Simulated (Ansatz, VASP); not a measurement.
# One calculation of Al, two programs

The input INCAR:

```
SYSTEM = Al
ALGO = Fast ; EDIFF = 1E-7
ENCUT = 520 ; GGA = PE
ISIF = 2 ; ISMEAR = 0
IVDW = 12 ; LASPH = .TRUE.
LCHARG = .FALSE. ; LREAL = .FALSE.
LWAVE = .FALSE. ; NBANDS = 22
NELM = 60 ; PREC = Accurate
SIGMA = 0.15
```

File KPOINTS:

```
k-points
0
G
  16 16 2
  0 0 0
```

Contents of POSCAR:

```
Al
1.0
   -2.8144222649      0.0000000000      0.0000000000
   -1.4072111325     -2.4373611784      0.0000000000
   -0.5863379719     -1.0155671577     18.4820941423
Al
8
Direct
    1.0000000000      0.9739583333      0.0625000000
    1.0000000000      0.7656250000      0.5625000000
    0.3333333333      0.0468750000      0.6875000000
    0.3333333333      0.2552083333      0.1875000000
    0.0000000000     -0.3385416667      0.8125000000
    0.0000000000     -0.1302083333      0.3125000000
    0.6666666667      0.2760416667      0.9375000000
    0.6666666667      0.4843750000      0.4375000000
```

Input for Ansatz:

```yaml
crystal:
  lattice:
    - [-2.8144222649, 0.0, 0.0]
    - [-1.4072111325, -2.4373611784, 0.0]
    - [-0.5863379719, -1.0155671577, 18.4820941423]
  atoms:
    - { symbol: Al, position: [1.0, 0.9739583333, 0.0625] }
    - { symbol: Al, position: [1.0, 0.765625, 0.5625] }
    - { symbol: Al, position: [0.3333333333, 0.046875, 0.6875] }
    - { symbol: Al, position: [0.3333333333, 0.2552083333, 0.1875] }
    - { symbol: Al, position: [0.0, -0.3385416667, 0.8125] }
    - { symbol: Al, position: [0.0, -0.1302083333, 0.3125] }
    - { symbol: Al, position: [0.6666666667, 0.2760416667, 0.9375] }
    - { symbol: Al, position: [0.6666666667, 0.484375, 0.4375] }
basis:
  ecutwfc: 420
kpoints:
  mp_grid: { grid: [16, 16, 2] }
hamiltonian:
  xc: pbe
  pseudopotentials: { kind: paw, azcp: { folder: soft_1 } }
  dispersion: d3bj
scf:
  occupations: { method: gaussian, width: 0.15 }
output:
  forces: true
  stress: true
  eigenvalues: true
```

Alike in both runs: task single point; functional PBE; dispersion D3(BJ); k mesh 16 × 16 × 2; occupations gaussian, width 0.15 eV; no spin polarisation.

```csv
,VASP,Ansatz
version,VASP 6.6.1,Ansatz 0.2.0
potentials or method,"VASP PAW PBE potentials, release 64 (Al), cutoff 520 eV","scalar-relativistic, plane waves, PAW"
valence electrons in the cell,24,24
```

```tsv
	VASP	Ansatz	Ansatz less VASP
gap on the k mesh at the Fermi level (eV)	none	none	-
pressure (GPa)	1.1	1.1	0.00
traceless stress, the component that is largest in VASP (GPa)	2.14	2.14	-0.006
rms of the force components (eV/Å)	0.304	0.304	-0.0002
```

Atom by atom the forces differ by 0.000 eV/Å (rms over components). A gap of «none» marks a metal or a gap that the smearing closes.
